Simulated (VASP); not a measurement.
# Ta (R-3m) in VASP: further runs

Runs on Ta. Level: PBEsol. Tasks: single point.

Everything below comes from runs of VASP 6.6.1. Logs are shortened: lines on timing, memory, paths and dates and some standing lists are left out, and cuts for length are marked.

## (1) The cell of the first run

It takes space group R-3m (No. 166, trigonal). The conventional cell has a = 4.785 Å, b = 4.785 Å, c = 2.725 Å, α = 90.00°, β = 90.00°, γ = 120.00°. Within 3.6 Å of Ta (site symmetry -3m) lie 14 Ta at 2.73 to 3.31 Å.

## (2) Single point, PBEsol

File INCAR:

```
SYSTEM = Ta
ALGO     = Fast           ! electronic algorithm
EDIFF    = 1E-6           ! SCF threshold, eV
ENCUT    = 520            ! plane-wave cutoff, eV
GGA      = PS             ! functional
ISIF     = 2              ! what is computed and relaxed
ISMEAR   = 0              ! smearing method
LASPH    = .True.         ! aspherical terms in the spheres
LCHARG   = .False.        ! write CHGCAR
LREAL    = .False.        ! projectors in reciprocal space
LWAVE    = .False.        ! write WAVECAR
NBANDS   = 12             ! bands
NELM     = 60             ! most SCF steps
PREC     = Accurate       ! precision mode
SIGMA    = 0.15           ! smearing width, eV
```

File KPOINTS:

```
k-points
0
Gamma
  22 22 22
  0 0 0
```

File POSCAR:

```
Ta
1.0
   -1.7311851792      1.6522386238      1.6522386238
    1.6522386238     -1.7311851792      1.6522386238
    1.6522386238      1.6522386238     -1.7311851792
Ta
1
Direct
    0.0000000000      0.0000000000      0.0000000000
```

Potentials or basis: VASP PAW PBE potentials, release 64 (Ta_pv).

Launch:

```console
$ cat potpaw_PBE.64/Ta_pv/POTCAR > POTCAR
$ mpirun -np 1 vasp_std > vasp.out
```

OUTCAR:

```text
SYSTEM = Ta
   EDIFF = 1E-6
   ENCUT = 520
   GGA = PS
   ISIF = 2
   ISMEAR = 0
   LASPH = .True.
   LREAL = .False.
   NELM = 60
   PREC = Accurate

 ion  position               nearest neighbor table
   1  0.000  0.000  0.000-

  LATTYP: Found a trigonal (rhomboedric) cell.
 ALAT       =     2.9080555470
 COS(alpha) =    -0.3536531715

  Lattice vectors:

 A1 = (  -1.7311851792,   1.6522386238,   1.6522386238)
 A2 = (   1.6522386238,  -1.7311851792,   1.6522386238)
 A3 = (   1.6522386238,   1.6522386238,  -1.7311851792)

Analysis of symmetry for initial positions (statically):
=====================================================================
 Subroutine PRICEL returns:
 Original cell was already a primitive cell.

 Routine SETGRP: Setting up the symmetry group for a
 trigonal (rhombohedral) supercell.

 Subroutine GETGRP returns: Found 12 space group operations
 (whereof 12 operations were pure point group operations)
 out of a pool of 12 trial point group operations.

The static configuration has the point symmetry D_3d.

Analysis of symmetry for dynamics (positions and initial velocities):
=====================================================================
 Subroutine PRICEL returns:
 Original cell was already a primitive cell.

 Routine SETGRP: Setting up the symmetry group for a
 trigonal (rhombohedral) supercell.

 Subroutine GETGRP returns: Found 12 space group operations
 (whereof 12 operations were pure point group operations)
 out of a pool of 12 trial point group operations.

The dynamic configuration has the point symmetry D_3d.

 Subroutine INISYM returns: Found 12 space group operations
 (whereof 12 operations are pure point group operations),
 and found     1 'primitive' translations

----------------------------------------------------------------------------------------

                                     Primitive cell

  volume of cell :      18.0104

  direct lattice vectors                    reciprocal lattice vectors
    -1.731185179  1.652238624  1.652238624     0.014830897  0.310389497  0.310389497
     1.652238624 -1.731185179  1.652238624     0.310389497  0.014830897  0.310389497
     1.652238624  1.652238624 -1.731185179     0.310389497  0.310389497  0.014830897

  length of vectors
     2.908055547  2.908055547  2.908055547     0.439207508  0.439207508  0.439207508

  position of ions in fractional coordinates (direct lattice)
     0.000000000  0.000000000  0.000000000
[... 78 lines left out ...]
   EDIFFG = 0.1E-04   stopping-criterion for IOM
   NSW    =      0    number of steps for IOM
   IBRION =     -1    ionic relax: 0-MD 1-quasi-New 2-CG
   NFREE  =      0    steps in history (QN), initial steepest desc. (CG)
   ISIF   =      2    stress and relaxation
   ISYM   =      2    0-nonsym 1-usesym 2-fastsym
   POTIM  = 0.5000    time-step for ionic-motion
   TEBEG  =    0.0;   TEEND  =   0.0 temperature during run
   PSTRESS=    0.0 pullay stress
   NELECT =      11.0000    total number of electrons
   NUPDOWN=      -1.0000    fix difference up-down
   EMIN   =  10.00;   EMAX   =-10.00  energy-range for DOS
   EFERMI =   0.00;   METHOD = LEGACY
   ISMEAR =     0;   SIGMA  =   0.15  broadening in eV -4-tet -1-fermi 0-gaus
   EFERMI_NEDOS =   21; number of points for ismear=-14 and -15
   IALGO  =     68    algorithm
   IMIX   =      4    mixing-type and parameters
     AMIX     =   0.40;   BMIX     =  1.00
     AMIX_MAG =   1.60;   BMIX_MAG =  1.00
  volume/ion in A,a.u.               =      18.01       121.54
  Fermi-wavevector in a.u.,A,eV,Ry     =   1.388988  2.624806 26.249534  1.929286
  Thomas-Fermi vector in A             =   2.513061
   LORBIT       =      0    0 simple, 1 ext, 2 COOP (PROOUT), +10 PAW based schemes
   GGA     = PS    functional components
   LHFCALC =     F    Hartree Fock is set to
   AEXX    =    0.0000 exact exchange contribution
   IVDW    =     0    specifies the selected vdW correction
   LEPSILON=     F    determine dielectric tensor
   LRPA    =     F    only Hartree local field effects (RPA)
 non-spin polarized calculation
 RMM-DIIS sequential band-by-band and
 Gauss-broadening in eV      SIGMA  =   0.15
  energy-cutoff  :      520.00
  volume of cell :       18.01
 maximum number of plane-waves:       498
 NGX is ok and might be reduce to    24

 number of electron      10.9999999 magnetization

 Free energy of the ion-electron system (eV)
  ---------------------------------------------------
  ext. energy  EPLUGINS =         0.00000000
  ---------------------------------------------------
  free energy    TOTEN  =       -12.52951821 eV

  energy without entropy =      -12.51419268  energy(sigma->0) =      -12.52185545

 E-fermi :   5.3323     XC(G=0): -12.7221

 val. band max:        5.3307580296   @ k =  -0.1818   0.4545   0.1818
 cond. band min:       5.3352600571   @ k =  -0.0909   0.2273   0.0455
 fundamental gap:      0.0045020275
 Fermi energy:         5.3322781013

 k-point     1 :       0.0000    0.0000    0.0000
  band No.  band energies     occupation
      1     -27.7755      2.00000
      2     -27.7755      2.00000
      3     -27.5055      2.00000
      4      -2.6002      2.00000
      5       5.2784      1.38843
      6       6.3022      0.00000
      7       6.3022      0.00000
      8       9.4981      0.00000
      9       9.4981      0.00000
     10      19.4734      0.00000
     11      20.8523      0.00000
     12      20.8523      0.00000
[... 331 lines left out ...]
 k-point    24 :      -0.4545    0.0455    0.0000
  band No.  band energies     occupation
      1     -28.8797      2.00000
      2     -28.1290      2.00000
      3     -27.7630      2.00000
      4       1.0583      2.00000
      5       3.9666      2.00000
      6       6.6686      0.00000
      7       8.9833      0.00000
      8       9.7794      0.00000
      9      12.6440      0.00000
     10      17.4333      0.00000
     11      18.0314      0.00000
     12      20.0262      0.00000

 [... further k-points ...]
[... 5 lines left out ...]
  --------------------------------------------------------------------------------------
  -------------------------------------------------------------------------------------
  Total       -0.3619994     -0.3619994     -0.3619994      0.3205105      0.3205105      0.3205105
  in kB      -32.2029917    -32.2029917    -32.2029917     28.5121931     28.5121931     28.5121931
  external PRESSURE =     -32.2029917 kB  Pullay stress =       0.0000000 kB

 VOLUME and BASIS-vectors are now :
 -----------------------------------------------------------------------------
  energy-cutoff  :      520.00
  volume of cell :       18.01
      direct lattice vectors                 reciprocal lattice vectors
    -1.731185179  1.652238624  1.652238624     0.014830897  0.310389497  0.310389497
     1.652238624 -1.731185179  1.652238624     0.310389497  0.014830897  0.310389497
     1.652238624  1.652238624 -1.731185179     0.310389497  0.310389497  0.014830897

 POSITION                                       TOTAL-FORCE (eV/Angst)
 -----------------------------------------------------------------------------------
      0.00000      0.00000      0.00000         0.000000     -0.000000      0.000000
 -----------------------------------------------------------------------------------
    total drift:                                0.000000      0.000000     -0.000000

  FREE ENERGIE OF THE ION-ELECTRON SYSTEM (eV)
  ---------------------------------------------------
  free  energy   TOTEN  =       -12.5295182098 eV

  energy  without entropy=      -12.5141926806  energy(sigma->0) =      -12.52185545
```

stdout:

```text
POSCAR found type information on POSCAR Ta
 POSCAR found :  1 types and       1 ions
 scaLAPACK will be used
 -----------------------------------------------------------------------------
|                                                                             |
|                                                                             |
|     You enforced a specific xc type in the INCAR file but a different       |
|     I HOPE YOU KNOW WHAT YOU ARE DOING!                                     |
|                                                                             |
 -----------------------------------------------------------------------------

 LDA part: xc-table for (Slater+PW92), standard interpolation
 POSCAR, INCAR and KPOINTS ok, starting setup
 FFT: planning ... GRIDC
 FFT: planning ... GRID_SOFT
 FFT: planning ... GRID
 WAVECAR not read
 entering main loop
```

Run time: 65 s. Hardware: 1 thread of Intel Xeon 6975P-C (Granite Rapids), shared host; peak memory 0.32 GiB.

What came out:

| Quantity | Value |
| --- | --- |
| Free energy | -12.5295 eV |
| Pressure | -3.2 GPa |

Caveat: the PAW data sets were made with another functional, which shifts forces and pressure a little; spin-orbit coupling is left out, which moves the levels of the heavy elements.

## (3) Single point, PBEsol

This run uses another cell than the first one, of the same volume but with other edges.

File INCAR:

```
  PREC = Accurate
  ENCUT = 520
  EDIFF = 1E-7
  ISMEAR = 0
  SIGMA = 0.15
  LREAL = False
  LASPH = True
  NELM = 80
  ALGO = Fast
  ISIF = 2
  LWAVE = False
  LCHARG = False
  GGA = PS
  NBANDS = 12
```

File KPOINTS:

```
Automatic mesh
0
Gamma
  22 22 22
```

File POSCAR:

```
Ta
1.0
   -1.5665384746      1.6523761992      1.6523761992
    1.6523761992     -1.5665384746      1.6523761992
    1.6523761992      1.6523761992     -1.5665384746
Ta
1
Direct
    0.0000000000      0.0000000000      0.0000000000
```

Potentials or basis: VASP PAW PBE potentials, release 64 (Ta_pv).

Launch:

```console
$ cat potpaw_PBE.64/Ta_pv/POTCAR > POTCAR
$ mpirun -np 1 vasp_std > vasp.out
```

Wall time 75 s (1 thread of Intel Xeon 6975P-C (Granite Rapids), shared host); peak memory 0.32 GiB.

It converged, with:

```
Free energy : -12.5235 eV
Pressure    : -3.2 GPa
```

Stress tensor (GPa, compression positive):
```
-3.22 -3.37 -3.37
-3.37 -3.22 -3.37
-3.37 -3.37 -3.22
```

Levels at points of the mesh, in eV from the Fermi level:
```
           k point  band 4  band 5  band 6  band 7  band 8  band 9
(0.00, 0.00, 0.00)   -7.92    0.21    0.21    1.57    4.16    4.16
(0.50, 0.00, 0.00)   -4.43   -1.66    1.25    4.23    5.23    7.25
(0.50, 0.50, 0.00)   -4.34   -1.51    2.02    3.67    4.52    8.16
(0.50, 0.50, 0.50)   -3.81   -3.81    5.64    7.41    7.41    8.18
```

Caveat: the PAW data sets were made with another functional, which shifts forces and pressure a little; spin-orbit coupling is left out, which moves the levels of the heavy elements.
